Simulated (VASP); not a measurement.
# Ga2F (P6/mmm) in VASP: a series of runs

Ga2F is run at these levels: PBE; tasks: relaxation of cell and atoms, single point.

Everything below comes from runs of VASP 6.6.1. Logs are shortened: lines on timing, memory, paths and dates and some standing lists are left out, and cuts for length are marked.

## (1) The cell of the first run

Symmetry: P6/mmm, No. 191, hexagonal system. Conventional cell: a = 4.564 Å, b = 4.564 Å, c = 2.765 Å, α = 90.00°, β = 90.00°, γ = 120.00°. Ga (site symmetry -6m2) has 5 Ga at 2.63 to 2.77 Å and 6 F at 2.98 Å within 3.5 Å. F (site symmetry 6/mmm) has 2 F at 2.77 Å and 12 Ga at 2.98 Å within 3.6 Å.

## (2) Relaxation of cell and atoms, PBE

Input file INCAR:

```
PREC = Accurate ; ENCUT = 600
EDIFF = 1E-7 ; ISMEAR = 0
SIGMA = 0.1 ; LREAL = F
LASPH = T ; NELM = 60
ALGO = Normal ; ISIF = 3
LWAVE = F ; LCHARG = F
GGA = PE ; IBRION = 2
NSW = 90 ; EDIFFG = -0.04
```

Input file KPOINTS:

```
Automatic mesh
0
Gamma
  6 6 6
```

Input file POSCAR:

```
Ga2F
1.0
    4.5635750583      0.0000000000      0.0000000000
   -2.2817875291      3.9521719326      0.0000000000
    0.0000000000      0.0000000000      2.7654155161
Ga F
2 1
Direct
    0.3333333333      0.6666666667      0.5000000000
    0.6666666667      0.3333333333      0.5000000000
    0.0000000000      0.0000000000      0.0000000000
```

Potentials or basis: VASP PAW PBE potentials, release 64 (Ga_d, F).

Command:

```bash
$ cat potpaw_PBE.64/Ga_d/POTCAR potpaw_PBE.64/F/POTCAR > POTCAR
$ mpirun -np 1 vasp_std > vasp.out
```

OUTCAR:

```text
PREC = Accurate
   ENCUT = 600
   EDIFF = 1E-7
   ISMEAR = 0
   LREAL = F
   LASPH = T
   NELM = 60
   ISIF = 3
   GGA = PE
   IBRION = 2
   NSW = 90
   EDIFFG = -0.04

 ion  position               nearest neighbor table
   1  0.333  0.667  0.500-   2 2.63   2 2.63   2 2.63
   2  0.667  0.333  0.500-   1 2.63   1 2.63   1 2.63
   3  0.000  0.000  0.000-

  LATTYP: Found a hexagonal cell.
 ALAT       =     4.5635750583
 C/A-ratio  =     0.6059756837

  Lattice vectors:

 A1 = (   4.5635750583,   0.0000000000,   0.0000000000)
 A2 = (  -2.2817875291,   3.9521719326,   0.0000000000)
 A3 = (   0.0000000000,   0.0000000000,   2.7654155161)

Analysis of symmetry for initial positions (statically):
=====================================================================
 Subroutine PRICEL returns:
 Original cell was already a primitive cell.

 Routine SETGRP: Setting up the symmetry group for a
 hexagonal supercell.

 Subroutine GETGRP returns: Found 24 space group operations
 (whereof 24 operations were pure point group operations)
 out of a pool of 24 trial point group operations.

The static configuration has the point symmetry D_6h.

Analysis of symmetry for dynamics (positions and initial velocities):
=====================================================================
 Subroutine PRICEL returns:
 Original cell was already a primitive cell.

 Routine SETGRP: Setting up the symmetry group for a
 hexagonal supercell.

 Subroutine GETGRP returns: Found 24 space group operations
 (whereof 24 operations were pure point group operations)
 out of a pool of 24 trial point group operations.

The dynamic configuration has the point symmetry D_6h.

 Subroutine INISYM returns: Found 24 space group operations
 (whereof 24 operations are pure point group operations),
 and found     1 'primitive' translations

----------------------------------------------------------------------------------------

                                     Primitive cell

  volume of cell :      49.8771

  direct lattice vectors                    reciprocal lattice vectors
     4.563575058  0.000000000  0.000000000     0.219126450  0.126512715  0.000000000
    -2.281787529  3.952171933  0.000000000     0.000000000  0.253025429  0.000000000
     0.000000000  0.000000000  2.765415516     0.000000000  0.000000000  0.361609311

  length of vectors
     4.563575058  4.563575058  2.765415516     0.253025429  0.253025429  0.361609311

  position of ions in fractional coordinates (direct lattice)
     0.333333333  0.666666667  0.500000000
     0.666666667  0.333333333  0.500000000
     0.000000000  0.000000000  0.000000000

  ion indices of the primitive-cell ions
   primitive index   ion index
                 1           1
                 2           2
                 3           3

----------------------------------------------------------------------------------------

 KPOINTS: Automatic mesh

Automatic generation of k-mesh.
 Grid dimensions read from file:
 generate k-points for:    6    6    6

 Generating k-lattice:

  Cartesian coordinates                     Fractional coordinates (reciprocal lattice)
     0.036521075  0.021085452  0.000000000     0.166666667  0.000000000  0.000000000
     0.000000000  0.042170905  0.000000000     0.000000000  0.166666667  0.000000000
     0.000000000  0.000000000  0.060268219     0.000000000  0.000000000  0.166666667

  Length of vectors
     0.042170905  0.042170905  0.060268219

  Shift w.r.t. Gamma in fractional coordinates (k-lattice)
     0.000000000  0.000000000  0.000000000

 Subroutine IBZKPT returns following result:
 ===========================================

 Found     28 irreducible k-points:

 Following reciprocal coordinates:
            Coordinates               Weight
  0.000000  0.000000  0.000000      1.000000
  0.166667  0.000000  0.000000      6.000000
  0.333333 -0.000000  0.000000      6.000000
  0.500000  0.000000  0.000000      3.000000
  0.166667  0.166667  0.000000      6.000000
  0.333333  0.166667  0.000000     12.000000
[... 16 lines left out ...]
  0.166667  0.000000  0.500000      6.000000
  0.333333 -0.000000  0.500000      6.000000
 [... further k-points ...]
   k-points           NKPTS =     28   k-points in BZ     NKDIM =     28   number of bands    NBANDS=     20
   number of dos      NEDOS =    301   number of ions     NIONS =      3
   total plane-waves  NPLWV =  31104
   dimension x,y,z NGX =    36 NGY =   36 NGZ =   24
   dimension x,y,z NGXF=    72 NGYF=   72 NGZF=   48
   ions per type =               2   1
   NGX,Y,Z   is equivalent  to a cutoff of  13.11, 13.11, 14.43 a.u.
   NGXF,Y,Z  is equivalent  to a cutoff of  26.23, 26.23, 28.86 a.u.
 SYSTEM =  unknown system
   PREC   = accura    normal or accurate (medium, high low for compatibility)
   ISTART =      0    job   : 0-new  1-cont  2-samecut
   ICHARG =      2    charge: 1-file 2-atom 10-const
   ISPIN  =      1    spin polarized calculation?
   LNONCOLLINEAR =      F non collinear calculations
   LSORBIT =      F    spin-orbit coupling
   LASPH  =      T    aspherical Exc in radial PAW
   ENCUT  =  600.0 eV  44.10 Ry    6.64 a.u.   9.11  9.11  5.52*2*pi/ulx,y,z
   NELM   =     60;   NELMIN=  2; NELMDL= -5     # of ELM steps
   EDIFF  = 0.1E-06   stopping-criterion for ELM
   LREAL  =      F    real-space projection
   EDIFFG = -.4E-01   stopping-criterion for IOM
   NSW    =     90    number of steps for IOM
   IBRION =      2    ionic relax: 0-MD 1-quasi-New 2-CG
   NFREE  =      1    steps in history (QN), initial steepest desc. (CG)
   ISIF   =      3    stress and relaxation
   ISYM   =      2    0-nonsym 1-usesym 2-fastsym
   POTIM  = 0.5000    time-step for ionic-motion
   TEBEG  =    0.0;   TEEND  =   0.0 temperature during run
   PSTRESS=    0.0 pullay stress
   NELECT =      33.0000    total number of electrons
   NUPDOWN=      -1.0000    fix difference up-down
   EMIN   =  10.00;   EMAX   =-10.00  energy-range for DOS
   EFERMI =   0.00;   METHOD = LEGACY
   ISMEAR =     0;   SIGMA  =   0.10  broadening in eV -4-tet -1-fermi 0-gaus
   EFERMI_NEDOS =   21; number of points for ismear=-14 and -15
   IALGO  =     38    algorithm
   IMIX   =      4    mixing-type and parameters
     AMIX     =   0.40;   BMIX     =  1.00
     AMIX_MAG =   1.60;   BMIX_MAG =  1.00
  volume/ion in A,a.u.               =      16.63       112.20
  Fermi-wavevector in a.u.,A,eV,Ry     =   1.426524  2.695739 27.687447  2.034970
  Thomas-Fermi vector in A             =   2.546792
   LORBIT       =      0    0 simple, 1 ext, 2 COOP (PROOUT), +10 PAW based schemes
   GGA     = PE    functional components
   LHFCALC =     F    Hartree Fock is set to
   AEXX    =    0.0000 exact exchange contribution
   IVDW    =     0    specifies the selected vdW correction
   LEPSILON=     F    determine dielectric tensor
   LRPA    =     F    only Hartree local field effects (RPA)
 conjugate gradient relaxation of ions
 non-spin polarized calculation
 Gauss-broadening in eV      SIGMA  =   0.10
  energy-cutoff  :      600.00
  volume of cell :       49.88
 maximum number of plane-waves:      1679
   NGX = 19   NGY = 19   NGZ = 11

--------------------------------------- Ionic step        1  -------------------------------------------

 number of electron      32.9999981 magnetization

 Free energy of the ion-electron system (eV)
  ---------------------------------------------------
  ext. energy  EPLUGINS =         0.00000000
  ---------------------------------------------------
  free energy    TOTEN  =        -9.46141082 eV

  energy without entropy =       -9.45288769  energy(sigma->0) =       -9.45714926

------------------------ aborting loop because EDIFF is reached ----------------------------------------

  FORCE on cell =-STRESS in cart. coord.  units (eV):
  Direction    XX          YY          ZZ          XY          YZ          ZX
  --------------------------------------------------------------------------------------
  -------------------------------------------------------------------------------------
  Total        0.2358787      0.2358787     -0.5444205      0.0000000      0.0000000      0.0000000
  in kB        7.5770109      7.5770109    -17.4881418      0.0000000      0.0000000      0.0000000
  external PRESSURE =      -0.7780400 kB  Pullay stress =       0.0000000 kB
[... 59 lines left out ...]
  energy  without entropy=       -9.4575741469  energy(sigma->0) =       -9.46193881

--------------------------------------- Ionic step        3  -------------------------------------------

 number of electron      32.9999993 magnetization

 Free energy of the ion-electron system (eV)
  ---------------------------------------------------
  ext. energy  EPLUGINS =         0.00000000
  ---------------------------------------------------
  free energy    TOTEN  =        -9.46756822 eV

  energy without entropy =       -9.45852719  energy(sigma->0) =       -9.46304771

 E-fermi :   3.6580     XC(G=0): -10.5114

 val. band max:        3.6551617306   @ k =   0.3333  -0.0000   0.0000
 cond. band min:       3.6997519378   @ k =   0.1667   0.0000   0.1667
 fundamental gap:      0.0445902072
 Fermi energy:         3.6580235624

 k-point     1 :       0.0000    0.0000    0.0000
  band No.  band energies     occupation
      1     -17.8598      2.00000
      2     -11.6052      2.00000
      3     -11.4422      2.00000
      4     -11.3659      2.00000
      5     -11.3659      2.00000
      6     -11.2346      2.00000
[... 12 lines left out ...]
     19       9.2767      0.00000
[... 513 lines left out ...]
      4     -11.4101      2.00000
      5     -11.4081      2.00000
      6     -11.2923      2.00000
[... 12 lines left out ...]
     19       5.4020      0.00000
     20       9.4613      0.00000

 [... further k-points ...]

------------------------ aborting loop because EDIFF is reached ----------------------------------------

  FORCE on cell =-STRESS in cart. coord.  units (eV):
  Direction    XX          YY          ZZ          XY          YZ          ZX
  --------------------------------------------------------------------------------------
  -------------------------------------------------------------------------------------
  Total       -0.0153503     -0.0153503     -0.0256731     -0.0000000      0.0000000      0.0000000
  in kB       -0.4941935     -0.4941935     -0.8265332     -0.0000000      0.0000000      0.0000000
  external PRESSURE =      -0.6049734 kB  Pullay stress =       0.0000000 kB
[... 18 lines left out ...]
  FREE ENERGIE OF THE ION-ELECTRON SYSTEM (eV)
  ---------------------------------------------------
  free  energy   TOTEN  =        -9.4675682230 eV

  energy  without entropy=       -9.4585271935  energy(sigma->0) =       -9.46304771

 reached required accuracy - stopping structural energy minimisation
```

It took 26 s on 1 thread of Intel Xeon 6975P-C (Granite Rapids), shared host; peak memory 0.19 GiB.

Results:

| Property | Result |
| --- | --- |
| Free energy | -9.4676 eV |
| Relaxed volume | 16.59 Å³/atom |
| Relaxed cell | a = 4.594 Å, b = 4.594 Å, c = 2.722 Å, α = 90.00°, β = 90.00°, γ = 120.00° |
| Space group after relaxing (to 0.1 Å) | P6/mmm (No. 191) |
| Energy gained by relaxing | 2.1 meV/atom |
| Ionic steps | 3 |
| Pressure after relaxing | -0.1 GPa |
| Band gap on the k mesh | zero (an odd number of electrons rules out a gap without spin polarisation) |

Step by step:
```
step  energy change (eV)  largest force (eV/Å)  pressure (GPa)  volume (Å³)
   1              0.0000                0.0000           -0.08        49.88
   2             -0.0049                0.0000           -0.06        49.82
   3             -0.0062                0.0000           -0.06        49.77
```

Final structure:
```xyz
3
Lattice="4.5943 0.0000 0.0000 -2.2971 3.9788 0.0000 0.0000 0.0000 2.7225" Properties=species:S:1:pos:R:3 pbc="T T T"
Ga    0.0000    2.6525    1.3612
Ga    2.2971    1.3263    1.3612
F    -2.2971    3.9788    0.0000
```

Levels at points of the mesh, in eV from the Fermi level:
| k point | band 13 | band 14 | band 15 | band 16 | band 17 | band 18 | band 19 | band 20 |
| --- | --- | --- | --- | --- | --- | --- | --- | --- |
| (0.00, 0.00, 0.00) | -3.61 | -3.61 | -2.24 | -1.78 | -0.67 | -0.67 | 5.62 | 5.62 |
| (0.50, 0.00, 0.00) | -6.36 | -4.33 | -2.22 | -1.75 | 0.17 | 1.79 | 7.50 | 7.68 |
| (0.00, 0.00, 0.50) | -2.96 | -2.90 | -2.90 | -2.45 | 2.23 | 2.64 | 2.64 | 2.99 |
| (0.50, 0.00, 0.50) | -3.94 | -3.87 | -2.95 | -1.47 | -0.34 | -0.29 | 1.53 | 6.15 |

Caveat: the k points lie up to 0.38 Å⁻¹ apart in the final cell, too coarse for converged energies and pressures of a metal.

## (3) Single point, PBE

This run uses another cell than the first one, of 16.81 Å³/atom.

Input file INCAR:

```
PREC = Accurate ; ENCUT = 520
EDIFF = 1E-7 ; ISMEAR = 0
SIGMA = 0.1 ; LREAL = F
LASPH = T ; NELM = 80
ALGO = Normal ; ISIF = 2
LWAVE = F ; LCHARG = F
GGA = PE ; NBANDS = 24
```

Input file KPOINTS:

```
regular mesh
0
Gamma
  12 12 16
```

Input file POSCAR:

```
Ga2F
1.0
    4.5555311621      0.0000000000      0.0000000000
   -2.2777655811      3.9452057141      0.0000000000
    0.0000000000      0.0000000000      2.8058439904
Ga F
2 1
Direct
    0.3333333333      0.6666666667      0.5000000000
    0.6666666667      0.3333333333      0.5000000000
    0.0000000000      0.0000000000      0.0000000000
```

Potentials or basis: VASP PAW PBE potentials, release 64 (Ga_d, F).

Command:

```bash
$ cat potpaw_PBE.64/Ga_d/POTCAR potpaw_PBE.64/F/POTCAR > POTCAR
$ mpirun -np 1 vasp_std > vasp.out
```

Wall time 65 s (1 thread of Intel Xeon 6975P-C (Granite Rapids), shared host); peak memory 0.31 GiB.

It converged, with:

* Free energy: -9.4464 eV
* Pressure: 0.0 GPa
* Band gap on the k mesh: zero (an odd number of electrons rules out a gap without spin polarisation)

Levels at points of the mesh, in eV from the Fermi level:
```tsv
k point	band 13	band 14	band 15	band 16	band 17	band 18	band 19	band 20
(0.00, 0.00, 0.00)	-3.65	-3.65	-2.06	-1.86	-0.50	-0.50	5.72	5.72
(0.50, 0.00, 0.00)	-6.19	-4.33	-2.27	-2.03	0.22	1.97	7.87	8.00
(0.00, 0.00, 0.50)	-3.03	-3.03	-2.89	-2.55	2.43	2.43	2.55	2.82
(0.50, 0.00, 0.50)	-4.21	-4.04	-3.09	-1.69	-0.19	-0.18	1.28	5.95
```

The gap in the log of VASP goes by the Fermi energy; the results here count the filled bands.